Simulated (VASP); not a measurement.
A run of VASP 6.6.1 is set up as follows.

File INCAR:

```
SYSTEM = CaO
PREC = Accurate
ENCUT = 520
EDIFF = 1E-6
ISMEAR = -1
SIGMA = 0.2241
LREAL = Auto
LASPH = .TRUE.
NELM = 100
ALGO = Normal
ISIF = 2
LWAVE = .FALSE.
LCHARG = .FALSE.
GGA = PE
NBANDS = 78
```

The input KPOINTS:

```
Automatic mesh
0
Gamma
  2 2 2
  0.5 0.5 0.5
```

POSCAR

```
CaO
1.0
    4.1208372650      0.0000000000     -4.9392951980
    4.1208372650      0.0000000000      4.9392951980
   -0.0000000001     -7.1374995127      0.0000000000
Ca O
8 8
Direct
    0.8367227890      0.5988607150      0.1430856840
    0.6170832562      0.4053269311      0.7007961249
    0.3674984616      0.1179409943      0.1564175238
    0.0817713014      0.8152231108      0.6360063482
    0.3587590525      0.6028050048      0.3510000940
    0.1262756801      0.3667743651      0.8274558884
    0.9252697964      0.1654830557      0.3580480805
    0.5885454920      0.9311891147      0.8290214226
    0.1749395868      0.3781853860      0.1611044593
    0.9147190994      0.0897592951      0.6770771741
    0.6781407983      0.9088267473      0.1560011315
    0.3864713293      0.6543933601      0.6705208164
    0.1561934293      0.8154275648      0.2840239774
    0.8822526544      0.5959804347      0.8228610019
    0.6614374170      0.4004880410      0.3888668567
    0.3915245714      0.1479128917      0.8349571148
```

Potentials or basis: VASP PAW PBE potentials, release 64 (Ca_sv, O).

Launch:

```bash
$ cat potpaw_PBE.64/Ca_sv/POTCAR potpaw_PBE.64/O/POTCAR > POTCAR
$ mpirun -np 1 vasp_std > vasp.out
```

Q: Estimate the largest force.

A: 3.144 eV/Å.

Q: Predict the band gap on the k mesh.

A: 3.17 eV (least direct gap 3.19 eV).

Forces in eV/Å, atoms in the order of the input:
```
Ca   1.961 -0.628  0.548
Ca  -0.163  1.530  0.439
Ca  -0.090 -0.567 -1.175
Ca   0.816 -0.144  0.317
Ca   1.715  0.361 -0.973
Ca  -0.025 -0.597 -0.502
Ca  -1.782  0.639  0.641
Ca   0.089  0.019 -3.143
O   -1.544  0.019 -0.020
O    0.190  0.550  0.748
O   -0.346  0.041  0.418
O   -1.015 -0.304  0.073
O    0.283 -0.778  2.089
O    0.285 -0.798 -0.546
O   -0.196  1.114 -0.366
O   -0.177 -0.456  1.450
```

Caveat: the atoms stand as in a frame of molecular dynamics; a shifted mesh leaves out Γ, where band edges can lie; forces of over 1 eV/Å act on the atoms, so gaps and moduli don't describe the material at rest. A k mesh can miss the band edges.
